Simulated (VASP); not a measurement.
# ZrC (Fm-3m) in VASP: notebook

Runs on ZrC. Level: PBE. Tasks: single point.

Everything below comes from runs of VASP 6.6.1. Logs are shortened: lines on timing, memory, paths and dates and some standing lists are left out, and cuts for length are marked.

### Step 1. The cell of the first run

The structure is cubic, space group Fm-3m (No. 225). The conventional cell has a = 4.669 Å, b = 4.669 Å, c = 4.669 Å, α = 90.00°, β = 90.00°, γ = 90.00°. Zr (site symmetry m-3m) has 6 C at 2.33 Å within 3.1 Å. C (site symmetry m-3m) has 6 Zr at 2.33 Å within 3.1 Å.

### Step 2. Single point, PBE (volume scaled by 0.98)

Input file INCAR:

```
PREC = Accurate
ENCUT = 520
EDIFF = 1E-6
ISMEAR = -1
SIGMA = 0.05
LREAL = False
LASPH = True
NELM = 100
ALGO = Normal
ISIF = 2
LWAVE = False
LCHARG = False
GGA = PE
NBANDS = 15
```

Input file KPOINTS:

```
regular mesh
0
Gamma
  15 15 15
```

Input file POSCAR:

```
ZrC
1.0
    0.0000000000      2.3344363032      2.3344363032
    2.3344363032      0.0000000000      2.3344363032
    2.3344363032      2.3344363032      0.0000000000
Zr C
1 1
Direct
    0.5000000000      0.5000000000      0.5000000000
    0.0000000000      0.0000000000      0.0000000000
```

Potentials or basis: VASP PAW PBE potentials, release 64 (Zr_sv, C).

Run with:

```sh
cat potpaw_PBE.64/Zr_sv/POTCAR potpaw_PBE.64/C/POTCAR > POTCAR
mpirun -np 1 vasp_std > vasp.out
```

OUTCAR:

```text
PREC = Accurate
   ENCUT = 520
   EDIFF = 1E-6
   ISMEAR = -1
   LREAL = False
   LASPH = True
   NELM = 100
   ISIF = 2
   GGA = PE

 ion  position               nearest neighbor table
   1  0.500  0.500  0.500-   2 2.33   2 2.33   2 2.33   2 2.33   2 2.33   2 2.33
   2  0.000  0.000  0.000-   1 2.33   1 2.33   1 2.33   1 2.33   1 2.33   1 2.33

  LATTYP: Found a face centered cubic cell.
 ALAT       =     4.6688726064

  Lattice vectors:

 A1 = (   0.0000000000,   2.3344363032,   2.3344363032)
 A2 = (   2.3344363032,   0.0000000000,   2.3344363032)
 A3 = (   2.3344363032,   2.3344363032,   0.0000000000)

Analysis of symmetry for initial positions (statically):
=====================================================================
 Subroutine PRICEL returns:
 Original cell was already a primitive cell.

 Routine SETGRP: Setting up the symmetry group for a
 face centered cubic supercell.

 Subroutine GETGRP returns: Found 48 space group operations
 (whereof 48 operations were pure point group operations)
 out of a pool of 48 trial point group operations.

The static configuration has the point symmetry O_h .

Analysis of symmetry for dynamics (positions and initial velocities):
=====================================================================
 Subroutine PRICEL returns:
 Original cell was already a primitive cell.

 Routine SETGRP: Setting up the symmetry group for a
 face centered cubic supercell.

 Subroutine GETGRP returns: Found 48 space group operations
 (whereof 48 operations were pure point group operations)
 out of a pool of 48 trial point group operations.

The dynamic configuration has the point symmetry O_h .

 Subroutine INISYM returns: Found 48 space group operations
 (whereof 48 operations are pure point group operations),
 and found     1 'primitive' translations

----------------------------------------------------------------------------------------

                                     Primitive cell

  volume of cell :      25.4435

  direct lattice vectors                    reciprocal lattice vectors
     0.000000000  2.334436303  2.334436303    -0.214184469  0.214184469  0.214184469
     2.334436303  0.000000000  2.334436303     0.214184469 -0.214184469  0.214184469
     2.334436303  2.334436303  0.000000000     0.214184469  0.214184469 -0.214184469

  length of vectors
     3.301391480  3.301391480  3.301391480     0.370978382  0.370978382  0.370978382

  position of ions in fractional coordinates (direct lattice)
     0.500000000  0.500000000  0.500000000
     0.000000000  0.000000000  0.000000000

  ion indices of the primitive-cell ions
   primitive index   ion index
                 1           1
                 2           2

----------------------------------------------------------------------------------------

 KPOINTS: regular mesh

Automatic generation of k-mesh.
 Grid dimensions read from file:
 generate k-points for:   15   15   15

 Generating k-lattice:

  Cartesian coordinates                     Fractional coordinates (reciprocal lattice)
    -0.014278965  0.014278965  0.014278965     0.066666667  0.000000000  0.000000000
     0.014278965 -0.014278965  0.014278965     0.000000000  0.066666667  0.000000000
     0.014278965  0.014278965 -0.014278965     0.000000000  0.000000000  0.066666667

  Length of vectors
     0.024731892  0.024731892  0.024731892

  Shift w.r.t. Gamma in fractional coordinates (k-lattice)
     0.000000000  0.000000000  0.000000000

 Subroutine IBZKPT returns following result:
 ===========================================

 Found    120 irreducible k-points:

 Following reciprocal coordinates:
            Coordinates               Weight
  0.000000  0.000000  0.000000      1.000000
  0.066667  0.000000  0.000000      8.000000
  0.133333  0.000000  0.000000      8.000000
  0.200000  0.000000  0.000000      8.000000
  0.266667  0.000000  0.000000      8.000000
  0.333333  0.000000  0.000000      8.000000
[... 16 lines left out ...]
  0.133333  0.133333  0.000000      6.000000
  0.200000  0.133333  0.000000     24.000000
 [... further k-points ...]
   k-points           NKPTS =    120   k-points in BZ     NKDIM =    120   number of bands    NBANDS=     15
   number of dos      NEDOS =    301   number of ions     NIONS =      2
   total plane-waves  NPLWV =  21952
   dimension x,y,z NGX =    28 NGY =   28 NGZ =   28
   dimension x,y,z NGXF=    56 NGYF=   56 NGZF=   56
   ions per type =               1   1
   NGX,Y,Z   is equivalent  to a cutoff of  14.10, 14.10, 14.10 a.u.
   NGXF,Y,Z  is equivalent  to a cutoff of  28.20, 28.20, 28.20 a.u.
 SYSTEM =  unknown system
   PREC   = accura    normal or accurate (medium, high low for compatibility)
   ISTART =      0    job   : 0-new  1-cont  2-samecut
   ICHARG =      2    charge: 1-file 2-atom 10-const
   ISPIN  =      1    spin polarized calculation?
   LNONCOLLINEAR =      F non collinear calculations
   LSORBIT =      F    spin-orbit coupling
   LASPH  =      T    aspherical Exc in radial PAW
   ENCUT  =  520.0 eV  38.22 Ry    6.18 a.u.   6.14  6.14  6.14*2*pi/ulx,y,z
   NELM   =    100;   NELMIN=  2; NELMDL= -5     # of ELM steps
   EDIFF  = 0.1E-05   stopping-criterion for ELM
   LREAL  =      F    real-space projection
   EDIFFG = 0.1E-04   stopping-criterion for IOM
   NSW    =      0    number of steps for IOM
   IBRION =     -1    ionic relax: 0-MD 1-quasi-New 2-CG
   NFREE  =      0    steps in history (QN), initial steepest desc. (CG)
   ISIF   =      2    stress and relaxation
   ISYM   =      2    0-nonsym 1-usesym 2-fastsym
   POTIM  = 0.5000    time-step for ionic-motion
   TEBEG  =    0.0;   TEEND  =   0.0 temperature during run
   PSTRESS=    0.0 pullay stress
   NELECT =      16.0000    total number of electrons
   NUPDOWN=      -1.0000    fix difference up-down
   EMIN   =  10.00;   EMAX   =-10.00  energy-range for DOS
   EFERMI =   0.00;   METHOD = LEGACY
   ISMEAR =    -1;   SIGMA  =   0.05  broadening in eV -4-tet -1-fermi 0-gaus
   EFERMI_NEDOS =   21; number of points for ismear=-14 and -15
   IALGO  =     38    algorithm
   IMIX   =      4    mixing-type and parameters
     AMIX     =   0.40;   BMIX     =  1.00
     AMIX_MAG =   1.60;   BMIX_MAG =  1.00
  volume/ion in A,a.u.               =      12.72        85.85
  Fermi-wavevector in a.u.,A,eV,Ry     =   1.402564  2.650462 26.765201  1.967187
  Thomas-Fermi vector in A             =   2.525313
   LORBIT       =      0    0 simple, 1 ext, 2 COOP (PROOUT), +10 PAW based schemes
   GGA     = PE    functional components
   LHFCALC =     F    Hartree Fock is set to
   AEXX    =    0.0000 exact exchange contribution
   IVDW    =     0    specifies the selected vdW correction
   LEPSILON=     F    determine dielectric tensor
   LRPA    =     F    only Hartree local field effects (RPA)
 non-spin polarized calculation
  energy-cutoff  :      520.00
  volume of cell :       25.44
 maximum number of plane-waves:       701
 NGX is ok and might be reduce to    28
   NGX = 13   NGY = 13   NGZ = 13

 number of electron      16.0000000 magnetization

 Free energy of the ion-electron system (eV)
  ---------------------------------------------------
  ext. energy  EPLUGINS =         0.00000000
  ---------------------------------------------------
  free energy    TOTEN  =       -19.44958499 eV

  energy without entropy =      -19.44714256  energy(sigma->0) =      -19.44836378

 E-fermi :   9.8405     XC(G=0): -12.2335

 val. band max:        9.8265382372   @ k =   0.3333   0.2667   0.0000
 cond. band min:       9.8601049753   @ k =   0.4000   0.3333   0.0000
 fundamental gap:      0.0335667381
 Fermi energy:         9.8404598850

 k-point     1 :       0.0000    0.0000    0.0000
  band No.  band energies     occupation
      1     -38.1795      2.00000
      2     -15.8761      2.00000
      3     -15.8761      2.00000
      4     -15.8761      2.00000
      5      -1.5305      2.00000
      6      10.7865      0.00000
      7      10.7865      0.00000
      8      10.7865      0.00000
      9      10.9485      0.00000
     10      10.9485      0.00000
     11      10.9485      0.00000
     12      12.7186      0.00000
     13      12.7186      0.00000
     14      17.3884      0.00000
     15      20.3499      0.00000

 k-point     2 :       0.0667    0.0000    0.0000
  band No.  band energies     occupation
      1     -38.1748      2.00000
      2     -15.9192      2.00000
      3     -15.8798      2.00000
      4     -15.8798      2.00000
      5      -1.4255      2.00000
      6       9.9733      0.13119
      7      10.1836      0.00209
      8      10.1836      0.00209
      9      11.1832      0.00000
     10      11.1832      0.00000
     11      11.5305      0.00000
     12      13.3021      0.00000
     13      13.3021      0.00000
     14      17.6069      0.00000
     15      20.6365      0.00000

 k-point     3 :       0.1333    0.0000    0.0000
  band No.  band energies     occupation
      1     -38.1613      2.00000
      2     -16.0391      2.00000
      3     -15.8902      2.00000
      4     -15.8902      2.00000
      5      -1.1233      2.00000
      6       8.9385      2.00000
      7       9.3358      1.99992
      8       9.3358      1.99992
      9      11.5119      0.00000
     10      11.5119      0.00000
     11      11.9818      0.00000
     12      14.4540      0.00000
     13      14.4540      0.00000
     14      18.1638      0.00000
     15      21.4166      0.00000
[... 343 lines left out ...]
 k-point    23 :       0.1333    0.1333    0.0000
  band No.  band energies     occupation
      1     -38.1552      2.00000
      2     -16.0272      2.00000
      3     -15.9271      2.00000
      4     -15.9271      2.00000
      5      -1.0229      2.00000
      6       8.1472      2.00000
      7       9.7387      1.76892
      8       9.7387      1.76892
      9      10.2630      0.00043
     10      12.7762      0.00000
     11      12.7762      0.00000
     12      12.9557      0.00000
     13      15.1463      0.00000
     14      18.7207      0.00000
     15      21.7674      0.00000

 k-point    24 :       0.2000    0.1333    0.0000
  band No.  band energies     occupation
      1     -38.1404      2.00000
      2     -16.1376      2.00000
      3     -15.9517      2.00000
      4     -15.9418      2.00000
      5      -0.7247      2.00000
      6       7.4623      2.00000
      7       9.1327      2.00000
      8       9.3897      1.99976
      9      10.4112      0.00002
     10      12.8480      0.00000
     11      13.2536      0.00000
     12      13.8962      0.00000
     13      15.8764      0.00000
     14      19.4537      0.00000
     15      22.5733      0.00000

 [... further k-points ...]

------------------------ aborting loop because EDIFF is reached ----------------------------------------

  FORCE on cell =-STRESS in cart. coord.  units (eV):
  Direction    XX          YY          ZZ          XY          YZ          ZX
  --------------------------------------------------------------------------------------
  -------------------------------------------------------------------------------------
  Total        0.9870650      0.9870650      0.9870650     -0.0000000     -0.0000000      0.0000000
  in kB       62.1555958     62.1555958     62.1555958     -0.0000000     -0.0000000      0.0000000
  external PRESSURE =      62.1555958 kB  Pullay stress =       0.0000000 kB

 VOLUME and BASIS-vectors are now :
 -----------------------------------------------------------------------------
  energy-cutoff  :      520.00
  volume of cell :       25.44
      direct lattice vectors                 reciprocal lattice vectors
     0.000000000  2.334436303  2.334436303    -0.214184469  0.214184469  0.214184469
     2.334436303  0.000000000  2.334436303     0.214184469 -0.214184469  0.214184469
     2.334436303  2.334436303  0.000000000     0.214184469  0.214184469 -0.214184469

 POSITION                                       TOTAL-FORCE (eV/Angst)
 -----------------------------------------------------------------------------------
      2.33444      2.33444      2.33444        -0.000000     -0.000000     -0.000000
      0.00000      0.00000      0.00000         0.000000      0.000000      0.000000
 -----------------------------------------------------------------------------------
    total drift:                                0.000000      0.000000      0.000000

  FREE ENERGIE OF THE ION-ELECTRON SYSTEM (eV)
  ---------------------------------------------------
  free  energy   TOTEN  =       -19.4495849912 eV

  energy  without entropy=      -19.4471425647  energy(sigma->0) =      -19.44836378
```

It took 24 s on 1 thread of Intel Xeon 6975P-C (Granite Rapids), shared host; peak memory 0.18 GiB.

What came out:

```yaml
Free_energy: -19.4496 eV
Pressure: 6.2 GPa
Band_gap_on_the_k_mesh: zero (band 8 reaches 10.79 eV, above the bottom of band 9 at 9.48 eV)
```

[end of part 1 of 2]
